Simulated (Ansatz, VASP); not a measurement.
**Two plane-wave programs on LaAl3N2**

```
La Al N
1.0
     0.00000    3.35786    5.94707
     2.84066    0.00000    5.94707
     2.84066    3.35786    0.00000
La Al N
1 3 2
Cartesian
  2.8407 3.3579 1.3229
  1.4203 1.6789 4.2659
  4.2610 5.0368 10.2130
  2.8407 3.3579 8.2945
  2.8407 3.3579 5.5427
  2.8407 3.3579 10.9809
```

Alike in both runs: task relaxation of cell and atoms; functional PBE; k mesh 4 × 4 × 4; occupations gaussian, width 0.2 eV; no spin polarisation.

|  | VASP | Ansatz |
| --- | --- | --- |
| version | VASP 6.6.1 | Ansatz 0.2.0 |
| potentials or method | VASP PAW PBE potentials, release 64 (La, Al, N), cutoff 600 eV | scalar-relativistic, plane waves, PAW |
| valence electrons in the cell | 30 | 30 |

Ansatz gave:

| Item | Value |
| --- | --- |
| relaxed volume (Å³/atom) | 16.10 |
| relaxed cell length with the largest relative difference (Å) | 6.701 |

Which values does VASP return?

Relaxed volume (Å³/atom): 16.11; relaxed cell length with the largest relative difference (Å): 7.154.

One of these differences is far larger than is usual between the two programs; its cause wasn't traced.

Spin-orbit coupling is off throughout.
